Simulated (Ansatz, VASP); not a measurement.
## NaC2 in VASP and in Ansatz

```
Na C
1.0
     4.49763    0.00000    0.00000
     0.00000    4.49763    0.00000
     0.00000    0.00000    5.24032
Na C
2 4
Direct
  0.00000 0.00000 0.00000
  0.50000 0.50000 0.50000
  0.40042 0.40042 0.00000
  0.09958 0.90042 0.50000
  0.59958 0.59958 0.00000
  0.90042 0.09958 0.50000
```

Alike in both runs: functional PBE; k mesh 8 × 8 × 8; occupations gaussian, width 0.1 eV; no spin polarisation.

Ansatz relaxed the structure, and its values are those at the end. VASP's run is a single point on that final structure, the one shown.

|  | VASP | Ansatz |
| --- | --- | --- |
| version | VASP 6.6.1 | Ansatz 0.2.0 |
| potentials or method | VASP PAW PBE potentials, release 64 (Na_sv, C), cutoff 1130 eV | scalar-relativistic, plane waves, PAW |
| valence electrons in the cell | 34 | 34 |

|  | VASP | Ansatz | Ansatz less VASP |
| --- | --- | --- | --- |
| gap on the k mesh at the Fermi level (eV) | none | none | - |
| pressure (GPa) | 0.0 | 0.0 | +0.04 |
| rms of the force components (eV/Å) | 0.037 | 0.001 | -0.0363 |

A gap of «none» marks a metal or a gap that the smearing closes. With one functional, cell and mesh, what is left measures potentials, basis and numerics.
